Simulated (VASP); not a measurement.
Set up this calculation in VASP 6.6.1, as the native input.

```
Task                   : single point
Functional             : LDA
Potentials or basis    : VASP PAW LDA potentials, release 64 (Si)
Cutoff                 : 520 eV
k mesh                 : 12 × 12 × 6
Occupations            : gaussian, width 0.03 eV
Spin                   : no spin polarisation
Dipole correction      : no
Further INCAR settings : ALGO = Normal; EDIFF = 1e-06; NBANDS = 16
```

The structure of Si lies in POSCAR:

```
Si
1.0
    3.6780647621      0.0000000000      0.0000000000
   -1.8390323811      3.4507389808      0.0000000000
    0.0000000000      0.0000000000      6.3326220002
Si
4
Direct
    0.3333333333      0.6666666667      0.0630095000
    0.6666666667      0.3333333333      0.5630095000
    0.3333333333      0.6666666667      0.4369905000
    0.6666666667      0.3333333333      0.9369905000
```

This cell differs from its parent crystal: strain -0.0400 x Voigt [1, -1, 0, 0, 0, 0].

One way to write it, as run:

INCAR

```
SYSTEM = Si
PREC     = Accurate       ! precision mode
ENCUT    = 520            ! plane-wave cutoff, eV
EDIFF    = 1E-6           ! SCF threshold, eV
ISMEAR   = 0              ! smearing method
SIGMA    = 0.03           ! smearing width, eV
LREAL    = .FALSE.        ! projectors in reciprocal space
LASPH    = .TRUE.         ! aspherical terms in the spheres
NELM     = 100            ! most SCF steps
ALGO     = Normal         ! electronic algorithm
ISIF     = 2              ! what is computed and relaxed
LWAVE    = .FALSE.        ! write WAVECAR
LCHARG   = .FALSE.        ! write CHGCAR
GGA      = CA             ! functional
NBANDS   = 16             ! bands
```

KPOINTS

```
regular mesh
0
G
  12 12 6
  0 0 0
```

Potentials or basis: VASP PAW LDA potentials, release 64 (Si).

Run with:

```console
$ cat potpaw_LDA.64/Si/POTCAR > POTCAR
$ mpirun -np 1 vasp_std > vasp.out
```

Results of the run:

```json
{"Pressure": "-1.5 GPa", "Largest force": "0.530 eV/Å", "Band gap on the k mesh": "zero (bands 8 and 9 overlap by 0.13 eV)"}
```

Caveat: the cell differs from its parent crystal (strain -0.0400 x Voigt [1, -1, 0, 0, 0, 0]); semilocal functionals underestimate gaps, so a narrow gap can read as zero.

Wall time 2.1 min on 1 thread of Intel(R) Xeon(R) Platinum 8375C CPU @ 2.90GHz (Ice Lake), with other jobs on the host, peak memory 0.27 GiB.
